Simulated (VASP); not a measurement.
BaP: relaxation of cell and atoms with PBE

BaP:

```
Ba P
1.0
     5.02810    0.00000    0.00000
    -2.51405    4.35446    0.00000
     0.00000    0.00000    5.11728
Ba P
1 1
Direct
  0.00000 0.00000 0.00000
  0.00000 0.00000 0.50000
```

The cell was generated, and may not be a known phase.

```yaml
Program: VASP 6.6.1
Task: relaxation of cell and atoms
Functional: PBE
Potentials_or_basis: VASP PAW PBE potentials, release 64 (Ba_sv, P)
Cutoff: 600 eV
k_mesh: 6 × 6 × 4
Occupations: gaussian, width 0.1 eV
Spin: no spin polarisation
Dipole_correction: no
Further_INCAR_settings: ALGO = Normal; EDIFF = 1e-06; IBRION = 2; EDIFFG = -0.04; NSW = 90; ISIF = 3
```

```
Relaxed cell                          : a = 7.766 Å, b = 7.766 Å, c = 5.716 Å, α = 90.00°, β = 90.00°, γ = 120.00°
Space group after relaxing (to 0.1 Å) : P6/mmm (No. 191)
Energy gained by relaxing             : 413.7 meV/atom
Ionic steps                           : 20
Pressure after relaxing               : 0.0 GPa
Band gap on the k mesh                : zero (an odd number of electrons rules out a gap without spin polarisation)
```

The path:
| step | energy change (eV) | largest force (eV/Å) | pressure (GPa) | volume (Å³) |
| --- | --- | --- | --- | --- |
| 1 | 0.0000 | 0.0000 | 5.76 | 112.04 |
| 2 | -0.1921 | 0.0000 | -2.13 | 145.68 |
| 3 | -0.6245 | 0.0000 | -0.04 | 127.93 |
| 4 | -0.6279 | 0.0000 | 0.28 | 126.82 |
| 5 | -0.6278 | 0.0000 | 0.37 | 126.52 |
| 6 | -0.6343 | 0.0000 | 0.37 | 128.59 |
| 7 | -0.6539 | 0.0000 | 0.35 | 134.90 |
| 8 | -0.6926 | 0.0000 | 0.34 | 147.94 |
| 9 | -0.7529 | 0.0000 | 0.39 | 175.72 |
| 10 | -0.7944 | 0.0000 | 0.53 | 237.98 |
| 11 | -0.7994 | 0.0000 | 0.48 | 241.05 |
| 12 | -0.8115 | 0.0000 | 0.32 | 250.40 |
| 13 | -0.8241 | 0.0000 | 0.05 | 269.78 |
| 14 | -0.8251 | 0.0000 | -0.03 | 277.05 |
| 15 | -0.8251 | 0.0000 | -0.04 | 277.87 |
| 16 | -0.8254 | 0.0000 | -0.04 | 279.59 |
| 17 | -0.8261 | 0.0000 | -0.04 | 284.77 |
| 18 | -0.8269 | 0.0000 | -0.05 | 295.28 |
| 19 | -0.8270 | 0.0000 | -0.05 | 300.14 |
| 20 | -0.8273 | 0.0000 | 0.01 | 298.55 |

Final structure:
```
CELL_PARAMETERS angstrom
7.76588 0.00000 0.00000
-3.88294 6.72545 0.00000
0.00000 0.00000 5.71615
ATOMIC_POSITIONS crystal
Ba 0.00000 0.00000 0.00000
P 0.00000 0.00000 0.50000
```

Levels at points of the mesh, in eV from the Fermi level:
```tsv
k point	band 4	band 5	band 6	band 7	band 8	band 9	band 10	band 11
(0.00, 0.00, 0.00)	-13.41	-8.16	0.05	0.05	1.04	1.09	2.48	2.48
(0.50, 0.00, 0.00)	-13.41	-8.16	-0.06	0.03	1.04	1.68	2.67	2.72
(0.00, 0.00, 0.50)	-13.61	-7.18	-1.55	-0.53	-0.53	1.60	2.71	2.71
(0.50, 0.00, 0.50)	-13.61	-7.18	-1.55	-0.59	-0.55	2.07	2.74	3.12
```

Run time: 8 min on 1 thread of Oxide Virtual Turin-like Processor (shared host), peak memory 0.24 GiB.

Caveat: the volume moved by over 15 % at a fixed basis, so the end points are rough; spin-orbit coupling is left out, which moves the levels of the heavy elements; an odd number of electrons without spin polarisation forces a metal; a magnetic or distorted state may lie lower.
